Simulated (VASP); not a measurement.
Input of a VASP 6.6.1 run:

Contents of INCAR:

```
SYSTEM = As
PREC = Accurate ; ENCUT = 520
EDIFF = 1E-6 ; ISMEAR = -1
SIGMA = 0.05 ; LREAL = .FALSE.
LASPH = .TRUE. ; NELM = 60
ALGO = Normal ; ISIF = 2
LWAVE = .FALSE. ; LCHARG = .TRUE.
GGA = PS ; LELF = .TRUE.
LVHAR = .TRUE. ; NBANDS = 18
```

File KPOINTS:

```
regular mesh
0
G
  8 8 6
  0 0 0
```

File POSCAR:

```
As
1.0
    1.8699872638     -5.4463360585      0.0000000000
    1.8699872638      5.4463360585      0.0000000000
    0.0000000000      0.0000000000      4.2512462447
As
4
Direct
    0.3880467358      0.6119532642      0.5543735322
    0.8880467358      0.1119532642      0.9456264678
    0.6119532642      0.3880467358      0.4456264678
    0.1119532642      0.8880467358      0.0543735322
```

Potentials or basis: VASP PAW PBE potentials, release 64 (As).

The run is started by

```bash
$ cat potpaw_PBE.64/As/POTCAR > POTCAR
$ mpirun -np 1 vasp_std > vasp.out
```

(1) Predict the pressure.

(2) Estimate the largest force.

(3) What does it give for the band gap on the k mesh?

Results:

(1) 0.4 GPa.

(2) 0.076 eV/Å.

(3) zero (bands 10 and 11 overlap by 0.38 eV).

Caveat: the PAW data sets were made with another functional, which shifts forces and pressure a little.
